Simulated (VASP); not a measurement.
**Gd: single point with PBE**

Gd:

```
CELL_PARAMETERS angstrom
0.00000 2.61985 2.61985
2.61985 0.00000 2.61985
2.61985 2.61985 0.00000
ATOMIC_POSITIONS crystal
Gd 0.00000 0.00000 0.00000
```

This isn't the form of Gd at room conditions, which is hcp.

```
Program                : VASP 6.6.1
Task                   : single point
Functional             : PBE
Potentials or basis    : VASP PAW PBE potentials, release 64 (Gd)
Cutoff                 : 520 eV
k mesh                 : 9 × 9 × 9
Occupations            : fermi-dirac, width 0.05 eV
Spin                   : collinear spin, ferromagnetic start
Starting moments       : [7.0] μB
Dipole correction      : no
Further INCAR settings : ALGO = Normal; EDIFF = 1e-06; NBANDS = 19
```

```json
{"Pressure": "-2.5 GPa", "Net moment": "7.65 μB per cell", "Site moments": "Gd +6.98 μB", "Valence electrons inside the program's atomic spheres": "Gd 15.17"}
```

Levels at points of the mesh, in eV from the Fermi level:
Spin up:
| k point | band 11 | band 12 | band 13 | band 14 | band 15 | band 16 |
| --- | --- | --- | --- | --- | --- | --- |
| (0.00, 0.00, 0.00) | -4.90 | -4.90 | 1.22 | 1.22 | 1.22 | 3.29 |
Spin down:
```
           k point  band 2  band 3  band 4  band 5  band 6  band 7  band 8  band 9
(0.00, 0.00, 0.00)  -20.16  -20.16  -20.16   -4.13    0.21    0.35    0.35    0.35
```

Wall time 71 s on 1 thread of Intel(R) Xeon(R) Platinum 8259CL CPU @ 2.50GHz (Skylake/Cascade Lake), on a shared host, peak memory 0.2 GiB.

Caveat: spin-orbit coupling is left out, which moves the levels of the heavy elements; semilocal functionals describe open f shells poorly, which spoils levels, moments and volumes. The state reached can hang on the start; a lower one may exist.
